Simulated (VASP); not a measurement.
# ZnS: single point with PBE

Crystal: ZnS.

```
CELL_PARAMETERS angstrom
0.00000 2.70465 2.70465
2.70465 0.00000 2.70465
2.70465 2.70465 0.00000
ATOMIC_POSITIONS crystal
Zn 0.00000 0.00000 0.00000
S 0.75000 0.75000 0.75000
```

```yaml
Program: VASP 6.6.1
Task: single point
Functional: PBE
Potentials_or_basis: VASP PAW PBE potentials, release 64 (Zn, S)
Cutoff: 520 eV
k_mesh: 4 × 4 × 4
Occupations: gaussian, width 0.05 eV
Spin: no spin polarisation
Dipole_correction: no
Further_INCAR_settings: ALGO = Normal; EDIFF = 1e-07; NBANDS = 16
```

The pressure is 1.8 GPa. The band gap on the k mesh is 2.09 eV, direct.

Levels at points of the mesh, in eV from the valence-band top:
```csv
k point,band 6,band 7,band 8,band 9,band 10,band 11,band 12,band 13
"(0.00, 0.00, 0.00)",-5.86,0.00,0.00,0.00,2.09,6.38,6.38,6.38
"(0.50, 0.00, 0.00)",-5.65,-5.28,-0.86,-0.86,3.29,6.91,6.91,8.86
"(0.50, 0.50, 0.00)",-5.64,-4.56,-2.21,-2.21,3.40,4.06,10.96,11.94
```

Run time: 5 s on 1 thread of Intel(R) Xeon(R) 6975P-C (Granite Rapids), on a shared host, peak memory 0.14 GiB.

Caveat: the k points lie up to 0.50 Å⁻¹ apart. Expect the measured gap to be larger: semilocal functionals such as PBE lack the derivative discontinuity.
